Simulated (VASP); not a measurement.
# Ge (P6_3/mmc) in VASP: single point with PBEsol

Aim: the single point of Ge with PBEsol.

Everything below comes from runs of VASP 6.6.1. Logs are shortened: lines on timing, memory, paths and dates and some standing lists are left out, and cuts for length are marked.

### Step 1. The cell of the first run

Symmetry: P6_3/mmc, No. 194, hexagonal system. Conventional cell: a = 3.188 Å, b = 3.188 Å, c = 5.046 Å, α = 90.00°, β = 90.00°, γ = 120.00°. Within 4.1 Å of Ge (site symmetry -6m2) lie 12 Ge at 3.12 to 3.19 Å.

### Step 2. Single point, PBEsol (Pb replaced by Ge, lengths x 0.893, strained)

INCAR

```
PREC = Accurate ; ENCUT = 520
EDIFF = 1E-6 ; ISMEAR = 0
SIGMA = 0.1 ; LREAL = False
LASPH = True ; NELM = 80
ALGO = Normal ; ISIF = 2
LWAVE = False ; LCHARG = False
GGA = PS ; NBANDS = 21
```

KPOINTS

```
regular mesh
0
Gamma
  6 6 4
```

POSCAR

```
Ge
1.0
    3.1879826776      0.0000000000      0.0000000000
   -1.5939913388      2.7608739856      0.0000000000
    0.0000000000      0.0000000000      5.0460344964
Ge
2
Direct
    0.3333333333      0.6666666667      0.2500000000
    0.6666666667      0.3333333333      0.7500000000
```

Potentials or basis: VASP PAW PBE potentials, release 64 (Ge_d).

Started as:

```
$ cat potpaw_PBE.64/Ge_d/POTCAR > POTCAR
$ mpirun -np 1 vasp_std > vasp.out
```

OUTCAR:

```text
PREC = Accurate
   ENCUT = 520
   EDIFF = 1E-6
   ISMEAR = 0
   LREAL = False
   LASPH = True
   NELM = 80
   ISIF = 2
   GGA = PS

 ion  position               nearest neighbor table
   1  0.333  0.667  0.250-
   2  0.667  0.333  0.750-

  LATTYP: Found a hexagonal cell.
 ALAT       =     3.1879826776
 C/A-ratio  =     1.5828299607

  Lattice vectors:

 A1 = (   3.1879826776,   0.0000000000,   0.0000000000)
 A2 = (  -1.5939913388,   2.7608739856,   0.0000000000)
 A3 = (   0.0000000000,   0.0000000000,   5.0460344964)

Analysis of symmetry for initial positions (statically):
=====================================================================
 Subroutine PRICEL returns:
 Original cell was already a primitive cell.

 Routine SETGRP: Setting up the symmetry group for a
 hexagonal supercell.

 Subroutine GETGRP returns: Found 24 space group operations
 (whereof 12 operations were pure point group operations)
 out of a pool of 24 trial point group operations.

The static configuration has the point symmetry D_3d.
 The point group associated with its full space group is D_6h.

Analysis of symmetry for dynamics (positions and initial velocities):
=====================================================================
 Subroutine PRICEL returns:
 Original cell was already a primitive cell.

 Routine SETGRP: Setting up the symmetry group for a
 hexagonal supercell.

 Subroutine GETGRP returns: Found 24 space group operations
 (whereof 12 operations were pure point group operations)
 out of a pool of 24 trial point group operations.

The dynamic configuration has the point symmetry D_3d.
 The point group associated with its full space group is D_6h.

 Subroutine INISYM returns: Found 24 space group operations
 (whereof 12 operations are pure point group operations),
 and found     1 'primitive' translations

----------------------------------------------------------------------------------------

                                     Primitive cell

  volume of cell :      44.4133

  direct lattice vectors                    reciprocal lattice vectors
     3.187982678  0.000000000  0.000000000     0.313677990  0.181102072  0.000000000
    -1.593991339  2.760873986  0.000000000     0.000000000  0.362204144  0.000000000
     0.000000000  0.000000000  5.046034496     0.000000000  0.000000000  0.198175419

  length of vectors
     3.187982678  3.187982678  5.046034496     0.362204144  0.362204144  0.198175419

  position of ions in fractional coordinates (direct lattice)
     0.333333333  0.666666667  0.250000000
     0.666666667  0.333333333  0.750000000

  ion indices of the primitive-cell ions
   primitive index   ion index
                 1           1
                 2           2

----------------------------------------------------------------------------------------

 KPOINTS: regular mesh

Automatic generation of k-mesh.
 Grid dimensions read from file:
 generate k-points for:    6    6    4

 Generating k-lattice:

  Cartesian coordinates                     Fractional coordinates (reciprocal lattice)
     0.052279665  0.030183679  0.000000000     0.166666667  0.000000000  0.000000000
     0.000000000  0.060367357  0.000000000     0.000000000  0.166666667  0.000000000
     0.000000000  0.000000000  0.049543855     0.000000000  0.000000000  0.250000000

  Length of vectors
     0.060367357  0.060367357  0.049543855

  Shift w.r.t. Gamma in fractional coordinates (k-lattice)
     0.000000000  0.000000000  0.000000000

 Subroutine IBZKPT returns following result:
 ===========================================

 Found     21 irreducible k-points:

 Following reciprocal coordinates:
            Coordinates               Weight
  0.000000  0.000000  0.000000      1.000000
  0.166667 -0.000000  0.000000      6.000000
  0.333333 -0.000000  0.000000      6.000000
  0.500000 -0.000000  0.000000      3.000000
  0.166667  0.166667  0.000000      6.000000
  0.333333  0.166667  0.000000     12.000000
[... 13 lines left out ...]
  0.333333  0.166667  0.500000     12.000000
  0.333333  0.333333  0.500000      2.000000
   k-points           NKPTS =     21   k-points in BZ     NKDIM =     21   number of bands    NBANDS=     21
   number of dos      NEDOS =    301   number of ions     NIONS =      2
   total plane-waves  NPLWV =  23040
   dimension x,y,z NGX =    24 NGY =   24 NGZ =   40
   dimension x,y,z NGXF=    48 NGYF=   48 NGZF=   80
   ions per type =               2
   NGX,Y,Z   is equivalent  to a cutoff of  12.52, 12.52, 13.18 a.u.
   NGXF,Y,Z  is equivalent  to a cutoff of  25.03, 25.03, 26.36 a.u.
 SYSTEM =  unknown system
   PREC   = accura    normal or accurate (medium, high low for compatibility)
   ISTART =      0    job   : 0-new  1-cont  2-samecut
   ICHARG =      2    charge: 1-file 2-atom 10-const
   ISPIN  =      1    spin polarized calculation?
   LNONCOLLINEAR =      F non collinear calculations
   LSORBIT =      F    spin-orbit coupling
   LASPH  =      T    aspherical Exc in radial PAW
   ENCUT  =  520.0 eV  38.22 Ry    6.18 a.u.   5.93  5.93  9.38*2*pi/ulx,y,z
   NELM   =     80;   NELMIN=  2; NELMDL= -5     # of ELM steps
   EDIFF  = 0.1E-05   stopping-criterion for ELM
   LREAL  =      F    real-space projection
   EDIFFG = 0.1E-04   stopping-criterion for IOM
   NSW    =      0    number of steps for IOM
   IBRION =     -1    ionic relax: 0-MD 1-quasi-New 2-CG
   NFREE  =      0    steps in history (QN), initial steepest desc. (CG)
   ISIF   =      2    stress and relaxation
   ISYM   =      2    0-nonsym 1-usesym 2-fastsym
   POTIM  = 0.5000    time-step for ionic-motion
   TEBEG  =    0.0;   TEEND  =   0.0 temperature during run
   PSTRESS=    0.0 pullay stress
   NELECT =      28.0000    total number of electrons
   NUPDOWN=      -1.0000    fix difference up-down
   EMIN   =  10.00;   EMAX   =-10.00  energy-range for DOS
   EFERMI =   0.00;   METHOD = LEGACY
   ISMEAR =     0;   SIGMA  =   0.10  broadening in eV -4-tet -1-fermi 0-gaus
   EFERMI_NEDOS =   21; number of points for ismear=-14 and -15
   IALGO  =     38    algorithm
   IMIX   =      4    mixing-type and parameters
     AMIX     =   0.40;   BMIX     =  1.00
     AMIX_MAG =   1.60;   BMIX_MAG =  1.00
  volume/ion in A,a.u.               =      22.21       149.86
  Fermi-wavevector in a.u.,A,eV,Ry     =   1.403750  2.652704 26.810491  1.970515
  Thomas-Fermi vector in A             =   2.526381
   LORBIT       =      0    0 simple, 1 ext, 2 COOP (PROOUT), +10 PAW based schemes
   GGA     = PS    functional components
   LHFCALC =     F    Hartree Fock is set to
   AEXX    =    0.0000 exact exchange contribution
   IVDW    =     0    specifies the selected vdW correction
   LEPSILON=     F    determine dielectric tensor
   LRPA    =     F    only Hartree local field effects (RPA)
 non-spin polarized calculation
 Gauss-broadening in eV      SIGMA  =   0.10
  energy-cutoff  :      520.00
  volume of cell :       44.41
 maximum number of plane-waves:      1209
 NGX is ok and might be reduce to    24
   NGX = 11   NGY = 11   NGZ = 19

 number of electron      28.0000020 magnetization

 Free energy of the ion-electron system (eV)
  ---------------------------------------------------
  ext. energy  EPLUGINS =         0.00000000
  ---------------------------------------------------
  free energy    TOTEN  =        -8.99032801 eV

  energy without entropy =       -8.97779921  energy(sigma->0) =       -8.98406361

 E-fermi :   5.0571     XC(G=0): -10.6460

 val. band max:        5.0074159534   @ k =   0.3333  -0.0000   0.2500
 cond. band min:       5.0732238415   @ k =   0.1667   0.1667   0.5000
 fundamental gap:      0.0658078881
 Fermi energy:         5.0571226337

 k-point     1 :       0.0000    0.0000    0.0000
  band No.  band energies     occupation
      1     -19.6261      2.00000
      2     -19.6261      2.00000
      3     -19.6217      2.00000
      4     -19.6217      2.00000
      5     -19.6181      2.00000
      6     -19.6158      2.00000
[... 13 lines left out ...]
     20      16.8393      0.00000
     21      17.7309      0.00000

 k-point     2 :       0.1667   -0.0000    0.0000
  band No.  band energies     occupation
      1     -19.6352      2.00000
      2     -19.6240      2.00000
      3     -19.6141      2.00000
      4     -19.6128      2.00000
      5     -19.6124      2.00000
      6     -19.6097      2.00000
[... 13 lines left out ...]
     20      17.1542      0.00000
     21      17.6343      0.00000

 k-point     3 :       0.3333   -0.0000    0.0000
  band No.  band energies     occupation
      1     -19.6495      2.00000
      2     -19.6250      2.00000
      3     -19.6243      2.00000
      4     -19.6206      2.00000
      5     -19.5961      2.00000
      6     -19.5905      2.00000
[... 13 lines left out ...]
     20      15.4431      0.00000
     21      16.6483      0.00000

 k-point     4 :       0.5000   -0.0000    0.0000
  band No.  band energies     occupation
      1     -19.6559      2.00000
      2     -19.6308      2.00000
      3     -19.6263      2.00000
      4     -19.6244      2.00000
      5     -19.5917      2.00000
      6     -19.5892      2.00000
[... 13 lines left out ...]
     20      14.9982      0.00000
     21      16.1767      0.00000

 k-point     5 :       0.1667    0.1667    0.0000
  band No.  band energies     occupation
      1     -19.6327      2.00000
      2     -19.6302      2.00000
      3     -19.6239      2.00000
      4     -19.6156      2.00000
      5     -19.6063      2.00000
      6     -19.6000      2.00000
[... 13 lines left out ...]
     20      15.4381      0.00000
     21      16.2387      0.00000
[... 310 lines left out ...]
     20      13.0157      0.00000
     21      14.1465      0.00000

 k-point    19 :       0.1667    0.1667    0.5000
  band No.  band energies     occupation
      1     -19.6321      2.00000
      2     -19.6321      2.00000
      3     -19.6175      2.00000
      4     -19.6175      2.00000
      5     -19.6053      2.00000
      6     -19.6053      2.00000
[... 13 lines left out ...]
     20      15.5496      0.00000
     21      18.0095      0.00000

 k-point    20 :       0.3333    0.1667    0.5000
  band No.  band energies     occupation
      1     -19.6316      2.00000
      2     -19.6316      2.00000
      3     -19.6207      2.00000
      4     -19.6207      2.00000
      5     -19.5991      2.00000
      6     -19.5991      2.00000
[... 13 lines left out ...]
     20      14.7906      0.00000
     21      16.3195      0.00000

 k-point    21 :       0.3333    0.3333    0.5000
  band No.  band energies     occupation
      1     -19.6268      2.00000
      2     -19.6268      2.00000
      3     -19.6037      2.00000
      4     -19.6037      2.00000
      5     -19.6010      2.00000
      6     -19.6010      2.00000
[... 13 lines left out ...]
     20      15.2818      0.00000
     21      15.9136      0.00000

------------------------ aborting loop because EDIFF is reached ----------------------------------------

  FORCE on cell =-STRESS in cart. coord.  units (eV):
  Direction    XX          YY          ZZ          XY          YZ          ZX
  --------------------------------------------------------------------------------------
  -------------------------------------------------------------------------------------
  Total       -2.7336159     -2.7336159     -2.5724291      0.0000000     -0.0000000      0.0000000
  in kB      -98.6132605    -98.6132605    -92.7985601      0.0000000     -0.0000000      0.0000000
  external PRESSURE =     -96.6750270 kB  Pullay stress =       0.0000000 kB

 VOLUME and BASIS-vectors are now :
 -----------------------------------------------------------------------------
  energy-cutoff  :      520.00
  volume of cell :       44.41
      direct lattice vectors                 reciprocal lattice vectors
     3.187982678  0.000000000  0.000000000     0.313677990  0.181102072  0.000000000
    -1.593991339  2.760873986  0.000000000     0.000000000  0.362204144  0.000000000
     0.000000000  0.000000000  5.046034496     0.000000000  0.000000000  0.198175419

 POSITION                                       TOTAL-FORCE (eV/Angst)
 -----------------------------------------------------------------------------------
     -0.00000      1.84058      1.26151        -0.000000      0.000000      0.000000
      1.59399      0.92029      3.78453         0.000000     -0.000000      0.000000
 -----------------------------------------------------------------------------------
    total drift:                                0.000000     -0.000000      0.000000

  FREE ENERGIE OF THE ION-ELECTRON SYSTEM (eV)
  ---------------------------------------------------
  free  energy   TOTEN  =        -8.9903280073 eV

  energy  without entropy=       -8.9777992052  energy(sigma->0) =       -8.98406361
```

Run time: 16 s. Hardware: 1 thread of Intel Xeon 8259CL, shared host; peak memory 0.16 GiB.

Results:

```
Free energy            : -8.9903 eV
Pressure               : -9.7 GPa
Band gap on the k mesh : zero (band 14 reaches 10.48 eV, above the bottom of band 15 at 3.00 eV)
```

Levels at points of the mesh, in eV from the Fermi level:
```csv
k point,band 11,band 12,band 13,band 14,band 15,band 16,band 17,band 18
"(0.00, 0.00, 0.00)",-11.96,-7.34,-4.57,5.34,5.34,7.05,7.05,7.98
"(0.50, 0.00, 0.00)",-8.03,-6.66,-2.62,-1.24,-0.70,1.43,2.05,5.80
"(0.00, 0.00, 0.50)",-10.54,-10.54,1.33,1.33,6.23,6.23,6.23,6.23
"(0.50, 0.00, 0.50)",-6.97,-6.97,-4.09,-4.09,3.41,3.41,3.98,3.98
```

Caveat: the k points lie up to 0.38 Å⁻¹ apart; the cell differs from its parent crystal (Pb replaced by Ge, lengths x 0.893, strained); the PAW data sets were made with another functional, which shifts forces and pressure a little.
